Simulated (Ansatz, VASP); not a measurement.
# Be in VASP and in Ansatz

Contents of INCAR:

```
PREC = Accurate
ENCUT = 520
EDIFF = 1E-6
ISMEAR = -1
SIGMA = 0.1
LREAL = False
LASPH = True
NELM = 60
ALGO = Normal
ISIF = 2
LWAVE = False
LCHARG = False
GGA = RE
NBANDS = 10
```

File KPOINTS:

```
regular mesh
0
Gamma
  11 11 16
```

File POSCAR:

```
Be
1.0
    3.4448686777      0.0000000000      0.0000000000
   -1.7224343388      2.9833437876      0.0000000000
    0.0000000000      0.0000000000      2.1207143287
Be
3
Direct
    0.0000000000      0.0000000000      0.0000000000
    0.3333333333      0.6666666667      0.5000000000
    0.6666666667      0.3333333333      0.5000000000
```

Input for Ansatz:

```yaml
crystal:
  lattice:
    - [3.4448686777, 0.0, 0.0]
    - [-1.7224343388, 2.9833437876, 0.0]
    - [0.0, 0.0, 2.1207143287]
  atoms:
    - { symbol: Be, position: [0.0, 0.0, 0.0] }
    - { symbol: Be, position: [0.3333333333, 0.6666666667, 0.5] }
    - { symbol: Be, position: [0.6666666667, 0.3333333333, 0.5] }
hamiltonian:
  xc: revpbe
  pseudopotentials:
    kind: paw
    azcp:
      Be: "pseudopotentials/Be.paw.azcp"
basis:
  ecutwfc: 420
  fft_grid_basis: typed
kpoints:
  mp_grid: { grid: [11, 11, 16], shift: [0, 0, 0] }
magnetization:
  spin_polarized: false
scf:
  occupations: { method: fermi_dirac, width: 0.1 }
  lower_state_search: "off"
output:
  stress: true
```

Alike in both runs: task single point; functional revPBE; k mesh 11 × 11 × 16; occupations fermi-dirac, width 0.1 eV; no spin polarisation.

|  | VASP | Ansatz |
| --- | --- | --- |
| version | VASP 6.6.1 | Ansatz 0.2.0 |
| potentials or method | VASP PAW PBE potentials, release 64 (Be), cutoff 520 eV | plane waves (420 eV) with PAW, scalar-relativistic |
| valence electrons in the cell | 6 | 6 |

Ansatz gave:

* pressure (GPa): 17.6
* traceless stress, the component that is largest in VASP (GPa): -2.86

**Question.** What did VASP give for the same quantities?

**Answer.** Pressure (GPa): 17.6; traceless stress, the component that is largest in VASP (GPa): -2.89.

VASP's potentials were made for PBE, not for revPBE. With one functional, cell and mesh, what is left measures potentials, basis and numerics.
